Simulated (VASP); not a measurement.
A run of VASP 6.6.1 is set up as follows.

File POSCAR:

```
Sb
1.0
    3.1600000000      0.0000000000      0.0000000000
    0.0000000000      3.1600000000      0.0000000000
    0.0000000000      0.0000000000      3.1600000000
Sb
1
Direct
    0.0000000000      0.0000000000      0.0000000000
```

File INCAR.step1:

```
SYSTEM = Sb
ALGO = Normal
EDIFF = 1E-4
ENCUT = 520
GGA = PE
ISMEAR = 1
LASPH = .TRUE.
LCHARG = .FALSE.
LREAL = .FALSE.
LWAVE = .TRUE.
NBANDS = 8
NELM = 80
PREC = Accurate
SIGMA = 0.1
```

The input INCAR.step2:

```
SYSTEM = Sb
ALGO = Normal
EDIFF = 1E-8
ENCUT = 520
ISIF = 2
ISMEAR = 1
ISTART = 1
IVDW = 12
LASPH = .TRUE.
LCHARG = .FALSE.
LEFG = .TRUE.
LMIXTAU = .TRUE.
LREAL = .FALSE.
LWAVE = .FALSE.
METAGGA = R2SCAN
NBANDS = 8
NELM = 80
PREC = Accurate
SIGMA = 0.1
VDW_A1 = 0.49484001
VDW_A2 = 5.73083694
VDW_S6 = 1.0
VDW_S8 = 0.78981345
```

Contents of KPOINTS:

```
k-points
0
G
  8 8 8
  0 0 0
```

Potentials or basis: VASP PAW PBE potentials, release 64 (Sb).

Launch:

```console
$ cat potpaw_PBE.64/Sb/POTCAR > POTCAR
$ cp INCAR.step1 INCAR
$ mpirun -np 1 vasp_std > vasp.out
$ cp INCAR.step2 INCAR
$ mpirun -np 1 vasp_std > vasp.out
```

(1) What does it give for the dispersion energy per atom?

(2) Estimate the pressure.

(3) Estimate the band gap on the k mesh.

Results:

(1) -0.211 eV.

(2) -4.4 GPa.

(3) zero (an odd number of electrons rules out a gap without spin polarisation).

Caveat: three body term missing; the cell stands under tension; the PAW data sets were made with another functional, which shifts forces and pressure a little; spin-orbit coupling is left out, which moves the levels of the heavy elements.
